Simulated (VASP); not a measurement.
# TaF4 (I4/mmm) in VASP: single point with PBE

Aim: the single point of TaF4 with PBE.

Everything below comes from runs of VASP 6.6.1. Logs are shortened: lines on timing, memory, paths and dates and some standing lists are left out, and cuts for length are marked.

### 1 The cell of the first run

The structure is tetragonal, space group I4/mmm (No. 139). The conventional cell has a = 4.113 Å, b = 4.113 Å, c = 8.478 Å, α = 90.00°, β = 90.00°, γ = 90.00°. Within 2.5 Å of Ta (site symmetry 4/mmm) lie 6 F at 1.89 to 2.06 Å. Within 2.5 Å of F (site symmetry 4mm) lie 1 Ta at 1.89 Å. Within 3.0 Å of F (site symmetry mmm) lie 2 Ta at 2.06 Å and 8 F at 2.79 to 2.91 Å.

The cell was generated, and may not be a known phase.

### 2 Single point, PBE

INCAR

```
PREC = Accurate
ENCUT = 700
EDIFF = 1E-6
ISMEAR = 0
SIGMA = 0.15
LREAL = False
LASPH = True
NELM = 120
ALGO = Normal
ISIF = 2
LWAVE = False
LCHARG = False
GGA = PE
NBANDS = 28
GGA_COMPAT = False
```

KPOINTS

```
Automatic mesh
0
Gamma
  4 4 4
```

POSCAR

```
TaF4
1.0
   -2.0562808866      2.0562808866      4.2391060932
    2.0562808866     -2.0562808866      4.2391060932
    2.0562808866      2.0562808866     -4.2391060932
Ta F
1 4
Direct
    0.0000000000      0.0000000000      0.0000000000
    0.7769099790      0.7769099790      0.0000000000
    0.5000000000      0.0000000000      0.5000000000
    0.0000000000      0.5000000000      0.5000000000
    0.2230900210      0.2230900210      0.0000000000
```

Potentials or basis: VASP PAW PBE potentials, release 64 (Ta_sv_GW, F).

Run with:

```bash
$ cat potpaw_PBE.64/Ta_sv_GW/POTCAR potpaw_PBE.64/F/POTCAR > POTCAR
$ mpirun -np 1 vasp_std > vasp.out
```

OUTCAR:

```text
PREC = Accurate
   ENCUT = 700
   EDIFF = 1E-6
   ISMEAR = 0
   LREAL = False
   LASPH = True
   NELM = 120
   ISIF = 2
   GGA = PE

 ion  position               nearest neighbor table
   1  0.000  0.000  0.000-   2 1.89   5 1.89   4 2.06   3 2.06   4 2.06   3 2.06
   2  0.777  0.777  0.000-   1 1.89
   3  0.500  0.000  0.500-   1 2.06   1 2.06
   4  0.000  0.500  0.500-   1 2.06   1 2.06
   5  0.223  0.223  0.000-   1 1.89

  LATTYP: Found a body centered tetragonal cell.
 ALAT       =     4.1125617732
 C/A-ratio  =     2.0615403863

  Lattice vectors:

 A1 = (  -2.0562808866,   2.0562808866,   4.2391060932)
 A2 = (   2.0562808866,  -2.0562808866,   4.2391060932)
 A3 = (   2.0562808866,   2.0562808866,  -4.2391060932)

Analysis of symmetry for initial positions (statically):
=====================================================================
 Subroutine PRICEL returns:
 Original cell was already a primitive cell.

 Routine SETGRP: Setting up the symmetry group for a
 body centered tetragonal supercell.

 Subroutine GETGRP returns: Found 16 space group operations
 (whereof 16 operations were pure point group operations)
 out of a pool of 16 trial point group operations.

The static configuration has the point symmetry D_4h.

Analysis of symmetry for dynamics (positions and initial velocities):
=====================================================================
 Subroutine PRICEL returns:
 Original cell was already a primitive cell.

 Routine SETGRP: Setting up the symmetry group for a
 body centered tetragonal supercell.

 Subroutine GETGRP returns: Found 16 space group operations
 (whereof 16 operations were pure point group operations)
 out of a pool of 16 trial point group operations.

The dynamic configuration has the point symmetry D_4h.

 Subroutine INISYM returns: Found 16 space group operations
 (whereof 16 operations are pure point group operations),
 and found     1 'primitive' translations

----------------------------------------------------------------------------------------

                                     Primitive cell

  volume of cell :      71.6967

[... 78 lines left out ...]
   LSORBIT =      F    spin-orbit coupling
   LASPH  =      T    aspherical Exc in radial PAW
   ENCUT  =  700.0 eV  51.45 Ry    7.17 a.u.  11.09 11.09 11.09*2*pi/ulx,y,z
   NELM   =    120;   NELMIN=  2; NELMDL= -5     # of ELM steps
   EDIFF  = 0.1E-05   stopping-criterion for ELM
   LREAL  =      F    real-space projection
   EDIFFG = 0.1E-04   stopping-criterion for IOM
   NSW    =      0    number of steps for IOM
   IBRION =     -1    ionic relax: 0-MD 1-quasi-New 2-CG
   NFREE  =      0    steps in history (QN), initial steepest desc. (CG)
   ISIF   =      2    stress and relaxation
   ISYM   =      2    0-nonsym 1-usesym 2-fastsym
   POTIM  = 0.5000    time-step for ionic-motion
   TEBEG  =    0.0;   TEEND  =   0.0 temperature during run
   PSTRESS=    0.0 pullay stress
   NELECT =      41.0000    total number of electrons
   NUPDOWN=      -1.0000    fix difference up-down
   EMIN   =  10.00;   EMAX   =-10.00  energy-range for DOS
   EFERMI =   0.00;   METHOD = LEGACY
   ISMEAR =     0;   SIGMA  =   0.15  broadening in eV -4-tet -1-fermi 0-gaus
   EFERMI_NEDOS =   21; number of points for ismear=-14 and -15
   IALGO  =     38    algorithm
   IMIX   =      4    mixing-type and parameters
     AMIX     =   0.40;   BMIX     =  1.00
     AMIX_MAG =   1.60;   BMIX_MAG =  1.00
  volume/ion in A,a.u.               =      14.34        96.77
  Fermi-wavevector in a.u.,A,eV,Ry     =   1.358844  2.567844 25.122588  1.846458
  Thomas-Fermi vector in A             =   2.485643
   LORBIT       =      0    0 simple, 1 ext, 2 COOP (PROOUT), +10 PAW based schemes
   GGA     = PE    functional components
   LHFCALC =     F    Hartree Fock is set to
   AEXX    =    0.0000 exact exchange contribution
   IVDW    =     0    specifies the selected vdW correction
   LEPSILON=     F    determine dielectric tensor
   LRPA    =     F    only Hartree local field effects (RPA)
 non-spin polarized calculation
 Gauss-broadening in eV      SIGMA  =   0.15
  energy-cutoff  :      700.00
  volume of cell :       71.70
 maximum number of plane-waves:      3040
 NGX is ok and might be reduce to    48
   NGX = 23   NGY = 23   NGZ = 23

 number of electron      41.0000002 magnetization

 Free energy of the ion-electron system (eV)
  ---------------------------------------------------
  ext. energy  EPLUGINS =         0.00000000
  ---------------------------------------------------
  free energy    TOTEN  =       -36.11747906 eV

  energy without entropy =      -36.07882876  energy(sigma->0) =      -36.09815391

 E-fermi :   4.3195     XC(G=0):  -9.3313

 val. band max:        4.3117007848   @ k =   0.2500   0.2500   0.0000
 cond. band min:       4.3225286625   @ k =   0.5000   0.5000   0.2500
 fundamental gap:      0.0108278777
 Fermi energy:         4.3195039338

 k-point     1 :       0.0000    0.0000    0.0000
  band No.  band energies     occupation
      1     -67.0076      2.00000
      2     -33.9422      2.00000
      3     -33.3462      2.00000
      4     -33.3462      2.00000
      5     -22.8560      2.00000
      6     -22.6472      2.00000
[... 392 lines left out ...]
     27      11.2897      0.00000
     28      13.6894      0.00000

------------------------ aborting loop because EDIFF is reached ----------------------------------------

  FORCE on cell =-STRESS in cart. coord.  units (eV):
  Direction    XX          YY          ZZ          XY          YZ          ZX
  --------------------------------------------------------------------------------------
  -------------------------------------------------------------------------------------
  Total       -0.0716714     -0.0716714      0.5795484      0.0000000      0.0000000      0.0000000
  in kB       -1.6016123     -1.6016123     12.9509350      0.0000000      0.0000000      0.0000000
  external PRESSURE =       3.2492368 kB  Pullay stress =       0.0000000 kB

 VOLUME and BASIS-vectors are now :
 -----------------------------------------------------------------------------
  energy-cutoff  :      700.00
  volume of cell :       71.70
      direct lattice vectors                 reciprocal lattice vectors
    -2.056280887  2.056280887  4.239106093     0.000000000  0.243157442  0.117949395
     2.056280887 -2.056280887  4.239106093     0.243157442  0.000000000  0.117949395
     2.056280887  2.056280887 -4.239106093     0.243157442  0.243157442  0.000000000

 POSITION                                       TOTAL-FORCE (eV/Angst)
 -----------------------------------------------------------------------------------
      0.00000      0.00000      0.00000         0.000000      0.000000      0.000000
      0.00000      0.00000      6.58681        -0.000000     -0.000000     -0.118495
      0.00000      2.05628      0.00000         0.000000      0.000000     -0.000000
      2.05628      0.00000      0.00000         0.000000      0.000000      0.000000
      0.00000      0.00000      1.89140         0.000000      0.000000      0.118495
 -----------------------------------------------------------------------------------
    total drift:                               -0.000000     -0.000000      0.000000

  FREE ENERGIE OF THE ION-ELECTRON SYSTEM (eV)
  ---------------------------------------------------
  free  energy   TOTEN  =       -36.1174790571 eV

  energy  without entropy=      -36.0788287617  energy(sigma->0) =      -36.09815391
```

OSZICAR:

```text
N       E                     dE             d eps       ncg     rms          rms(c)
DAV:   1     0.373243012837E+03    0.37324E+03   -0.28302E+04   728   0.179E+03
DAV:   2    -0.225810980408E+02   -0.39582E+03   -0.38880E+03   960   0.404E+02
DAV:   3    -0.420086758538E+02   -0.19428E+02   -0.19275E+02   872   0.927E+01
DAV:   4    -0.422108709801E+02   -0.20220E+00   -0.20133E+00   916   0.971E+00
DAV:   5    -0.422153101475E+02   -0.44392E-02   -0.44368E-02   904   0.111E+00    0.454E+01
DAV:   6    -0.362600746973E+02    0.59552E+01   -0.23004E+01   788   0.317E+01    0.632E+01
DAV:   7    -0.362950874533E+02   -0.35013E-01   -0.75716E-01   828   0.557E+00    0.370E+01
DAV:   8    -0.361387396364E+02    0.15635E+00   -0.42559E-01   872   0.456E+00    0.262E+01
DAV:   9    -0.361184311478E+02    0.20308E-01   -0.11827E-01   864   0.256E+00    0.179E+01
DAV:  10    -0.361186073906E+02   -0.17624E-03   -0.12647E-02   812   0.833E-01    0.124E+01
DAV:  11    -0.361180226785E+02    0.58471E-03   -0.20434E-03   864   0.310E-01    0.880E+00
DAV:  12    -0.361177642121E+02    0.25847E-03   -0.32651E-04   792   0.121E-01    0.746E+00
DAV:  13    -0.361175864921E+02    0.17772E-03   -0.16447E-04   776   0.105E-01    0.481E+00
DAV:  14    -0.361175130181E+02    0.73474E-04   -0.98885E-05   816   0.675E-02    0.338E+00
DAV:  15    -0.361174868324E+02    0.26186E-04   -0.32827E-05   768   0.423E-02    0.191E+00
DAV:  16    -0.361174796279E+02    0.72045E-05   -0.13256E-05   832   0.290E-02    0.709E-01
DAV:  17    -0.361174790571E+02    0.57084E-06   -0.17278E-06   464   0.112E-02
   1 F= -.36117479E+02 E0= -.36098154E+02  d E =-.386503E-01
```

stdout:

```text
POSCAR found type information on POSCAR TaF
 POSCAR found :  2 types and       5 ions
 scaLAPACK will be used
 LDA part: xc-table for (Slater+PW92), standard interpolation
 POSCAR, INCAR and KPOINTS ok, starting setup
 FFT: planning ... GRIDC
 FFT: planning ... GRID_SOFT
 FFT: planning ... GRID
 WAVECAR not read
 entering main loop
```

Wall time 2.6 min (1 thread of AMD EPYC 7R43 (Zen 3), shared host); peak memory 0.3 GiB.

What came out:

```yaml
Free_energy: -36.1175 eV
Pressure: 0.3 GPa
Largest_force: 0.118 eV/Å
Band_gap_on_the_k_mesh: zero (an odd number of electrons rules out a gap without spin polarisation)
```

Forces in eV/Å, atoms in the order of the input:
```
Ta   0.000  0.000  0.000
F    0.000  0.000 -0.118
F    0.000  0.000  0.000
F    0.000  0.000  0.000
F    0.000  0.000  0.118
```

Stress tensor (GPa, compression positive):
```
-0.16  0.00  0.00
 0.00 -0.16  0.00
 0.00  0.00  1.30
```

Levels at points of the mesh, in eV from the Fermi level:
| k point | band 18 | band 19 | band 20 | band 21 | band 22 | band 23 | band 24 | band 25 |
| --- | --- | --- | --- | --- | --- | --- | --- | --- |
| (0.00, 0.00, 0.00) | -6.45 | -6.16 | -6.16 | -1.17 | 0.32 | 0.32 | 1.40 | 1.51 |
| (0.50, 0.00, 0.00) | -6.57 | -6.47 | -6.42 | 0.06 | 0.26 | 1.07 | 1.94 | 5.59 |
| (0.50, 0.50, 0.00) | -6.56 | -6.23 | -6.10 | 1.06 | 1.07 | 1.21 | 5.54 | 5.84 |
| (0.50, 0.50, 0.50) | -6.87 | -6.87 | -6.58 | -1.14 | 0.05 | 0.05 | 1.48 | 1.73 |

Caveat: the k points lie up to 0.42 Å⁻¹ apart, too coarse for converged energies and pressures of a metal; spin-orbit coupling is left out, which moves the levels of the heavy elements; an odd number of electrons without spin polarisation forces a metal; a magnetic or distorted state may lie lower.
